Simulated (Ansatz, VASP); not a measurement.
GaAs in VASP and in Ansatz

```
CELL_PARAMETERS angstrom
4.07117 0.00000 0.00000
0.00000 12.43065 0.00000
0.00000 0.00000 6.20424
ATOMIC_POSITIONS crystal
Ga 0.00000 0.64573 0.09637
Ga 0.50000 0.85427 0.90363
Ga 0.00000 0.00000 0.40340
Ga 0.50000 0.14573 0.90363
Ga 0.00000 0.35427 0.09637
Ga 0.50000 0.50000 0.59660
As 0.50000 0.65031 0.86235
As 0.00000 0.84969 0.13765
As 0.50000 0.00000 0.63111
As 0.00000 0.15031 0.13765
As 0.50000 0.34969 0.86235
As 0.00000 0.50000 0.36889
```

Alike in both runs: functional PBE; k mesh 10 × 4 × 6; occupations gaussian, width 0.1 eV; no spin polarisation.

Ansatz relaxed the structure, and its values are those at the end. VASP's run is a single point on that final structure, the one shown.

```csv
,VASP,Ansatz
version,VASP 6.6.1,Ansatz 0.2.0
potentials or method,"VASP PAW PBE potentials, release 64 (Ga_d, As), cutoff 520 eV","scalar-relativistic, plane waves, PAW"
valence electrons in the cell,108,168
```

```csv
,VASP,Ansatz,Ansatz less VASP
gap on the k mesh at the Fermi level (eV),none,none,-
pressure (GPa),0.2,0.0,-0.16
rms of the force components (eV/Å),0.004,0.001,-0.0026
```

A gap of «none» marks a metal or a gap that the smearing closes. VASP's potentials hold 108 valence electrons a cell and Ansatz's 168, so a difference there can come from the potentials and not from the codes.
